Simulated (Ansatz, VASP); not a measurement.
One calculation of BaTiO3, two programs

```
Ba Ti O
1.0
     4.15153    0.00000    0.00000
     0.00000    4.15153    0.00000
     0.00000    0.00000    4.29642
Ba Ti O
1 1 3
Direct
  0.50000 0.50000 0.60216
  0.00000 0.00000 0.11397
  0.00000 0.50000 0.05935
  0.50000 0.00000 0.05935
  0.00000 0.00000 0.52516
```

Change from the starting cell: equal strain along all axes, cell held, atoms relaxed: +4.5 %.

Alike in both runs: functional r2SCAN; k mesh 8 × 8 × 8; occupations gaussian, width 0.02 eV; no spin polarisation.

Ansatz relaxed the structure, and its values are those at the end. VASP's run is a single point on that final structure, the one shown.

|  | VASP | Ansatz |
| --- | --- | --- |
| version | VASP 6.6.1 | Ansatz 0.2.0 |
| potentials or method | VASP PAW PBE potentials, release 64 (Ba_sv, Ti_sv, O), cutoff 520 eV | scalar-relativistic, plane waves, PAW |
| valence electrons in the cell | 40 | 40 |

|  | VASP | Ansatz | Ansatz less VASP |
| --- | --- | --- | --- |
| gap on the k mesh at the Fermi level (eV) | 2.04 | 2.05 | +0.011 |
| least direct gap on the mesh (eV) | 2.59 | 2.59 | -0.003 |
| pressure (GPa) | -12.2 | -13.5 | -1.30 |
| rms of the force components (eV/Å) | 0.093 | 0.001 | -0.0919 |

VASP's potentials were made for PBE, not for r2SCAN. The functional is the same, so the differences come from potentials, cutoffs and numerics. Ansatz's warnings: stress scf threshold loose.

Neither program's run includes spin-orbit coupling.
